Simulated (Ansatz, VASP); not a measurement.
**SnO in VASP and in Ansatz**

INCAR

```
ALGO = Normal
EDIFF = 1E-6
ENCUT = 520
GGA = PE
ISIF = 2
ISMEAR = 0
LASPH = True
LCHARG = False
LREAL = False
LWAVE = False
NBANDS = 28
NELM = 80
PREC = Accurate
SIGMA = 0.01
```

File KPOINTS:

```
k-points
0
Gamma
  8 4 6
```

The input POSCAR:

```
SnO
1.0
    3.3031148417      0.0000000000      0.0000000000
    0.0000000000      5.7577050573      0.0000000000
    0.0000000000      0.0000000000      4.0008070726
Sn O
2 2
Direct
    0.0000000000      0.2294420242      0.5172649377
    0.5000000000      0.7705579758      0.0172649377
    0.0000000000      0.8935339404      0.7327360623
    0.5000000000      0.1064660596      0.2327360623
```

Input for Ansatz:

```yaml
crystal:
  lattice:
    - [3.3031148417, 0.0, 0.0]
    - [0.0, 5.7577050573, 0.0]
    - [0.0, 0.0, 4.0008070726]
  atoms:
    - { symbol: Sn, position: [0.0, 0.2294420242, 0.5172649377] }
    - { symbol: Sn, position: [0.5, 0.7705579758, 0.0172649377] }
    - { symbol: O, position: [0.0, 0.8935339404, 0.7327360623] }
    - { symbol: O, position: [0.5, 0.1064660596, 0.2327360623] }
kpoints:
  mp_grid: { grid: [8, 4, 6] }
  band_path:
    path:
      - [0.0, 0.0, 0.0]
      - [0.5, 0.0, 0.0]
      - [0.5, 0.5, 0.0]
      - [0.0, 0.5, 0.0]
      - [0.0, 0.0, 0.5]
      - [0.5, 0.0, 0.5]
      - [0.5, 0.5, 0.5]
      - [0.0, 0.5, 0.5]
      - [0.398438, -0.5, 0.0]
    npoints: 1
hamiltonian:
  xc: pbe
scf:
  occupations: { method: fixed }
  n_extra_bands: 5
output:
  forces: true
  stress: true
  eigenvalues: true
```

Alike in both runs: task single point; functional PBE; k mesh 8 × 4 × 6; no spin polarisation.

|  | VASP | Ansatz |
| --- | --- | --- |
| version | VASP 6.6.1 | Ansatz 0.2.0 |
| potentials or method | VASP PAW PBE potentials, release 64 (Sn_d, O) | plane waves, PAW |
| plane-wave cutoff (eV) | 520 | 420 |
| occupations | gaussian, width 0.01 eV | fixed |
| valence electrons in the cell | 40 | 40 |

|  | VASP | Ansatz | Ansatz less VASP |
| --- | --- | --- | --- |
| gap on the k mesh at the Fermi level (eV) | 1.41 | 1.42 | +0.011 |
| pressure (GPa) | 4.8 | 4.5 | -0.25 |
| traceless stress, the component that is largest in VASP (GPa) | 0.81 | 0.77 | -0.040 |
| rms of the force components (eV/Å) | 0.272 | 0.234 | -0.0377 |

Atom by atom the forces differ by 0.039 eV/Å (rms over components).
